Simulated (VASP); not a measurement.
## LiF: single point with PBE

LiF:

```
CELL_PARAMETERS angstrom
0.00000 2.00500 2.00500
2.00500 0.00000 2.00500
2.00500 2.00500 0.00000
ATOMIC_POSITIONS crystal
Li 0.00000 0.00000 0.00000
F 0.50000 0.50000 0.50000
```

* Program: VASP 6.6.1
* Task: single point
* Functional: PBE
* Potentials or basis: VASP PAW PBE potentials, release 64 (Li_sv, F)
* Cutoff: 750 eV
* k mesh: 8 × 8 × 8
* Occupations: gaussian, width 0.01 eV
* Spin: no spin polarisation

```
Pressure               : 2.4 GPa
Band gap on the k mesh : 9.20 eV, direct
```

Levels at points of the mesh, in eV from the valence-band top:
| k point | band 2 | band 3 | band 4 | band 5 | band 6 | band 7 | band 8 | band 9 |
| --- | --- | --- | --- | --- | --- | --- | --- | --- |
| (0.00, 0.00, 0.00) | -20.01 | 0.00 | 0.00 | 0.00 | 9.20 | 24.15 | 24.15 | 24.15 |
| (0.50, 0.00, 0.00) | -19.56 | -2.56 | -0.23 | -0.23 | 10.85 | 16.89 | 19.01 | 19.01 |
| (0.50, 0.50, 0.00) | -19.29 | -3.06 | -1.02 | -1.02 | 14.94 | 16.54 | 17.60 | 20.40 |

It took 14 s on 1 thread of Intel(R) Xeon(R) Platinum 8488C (Sapphire Rapids), on a shared host, peak memory 0.15 GiB.

A k mesh can miss the band edges.
